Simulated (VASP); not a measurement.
Runs of VASP 6.6.1 on PtSe2 (Sudovikovite). The structure is that of space group P-3m1 (No. 164), or close to it. The cells are those of the table. 

| cell | gap on the mesh (eV) | pressure (GPa) | largest force (eV/Å) |
| --- | --- | --- | --- |
| a = 3.736, b = 3.736, c = 5.079 Å, angles 90.0, 90.0, 120.0°, 3 atoms | none | 0.9 | 0.22 |
| a = 3.661, b = 3.661, c = 4.976 Å, angles 90.0, 90.0, 120.0°, 3 atoms | none | 10.3 | 1.05 |
| a = 3.773, b = 3.773, c = 5.129 Å, angles 90.0, 90.0, 120.0°, 3 atoms | none | (b) | 0.13 |
| a = 3.699, b = 3.699, c = 5.028 Å, angles 90.0, 90.0, 120.0°, 3 atoms | none | 5.2 | 0.61 |
| a = 3.809, b = 3.809, c = 5.177 Å, angles 90.0, 90.0, 120.0°, 3 atoms | none | -5.7 | (a) |

Alike in all rows: task single point; level PBEsol; potentials or basis VASP PAW PBE potentials, release 64 (Pt, Se); no spin polarisation; k mesh 8 × 8 × 6; cutoff (eV) 500; smearing fermi-dirac 0.1 eV.

Q: Fill in the values left out.

A: (a) 0.43; (b) -2.7.

Caveats: the PAW data sets were made with another functional, which shifts forces and pressure a little; spin-orbit coupling is left out, which moves the levels of the heavy elements.

A k mesh can miss the band edges, and the runs leave out spin-orbit coupling on Pt, Se.

A gap of «none» marks levels without a gap at the run's occupations.
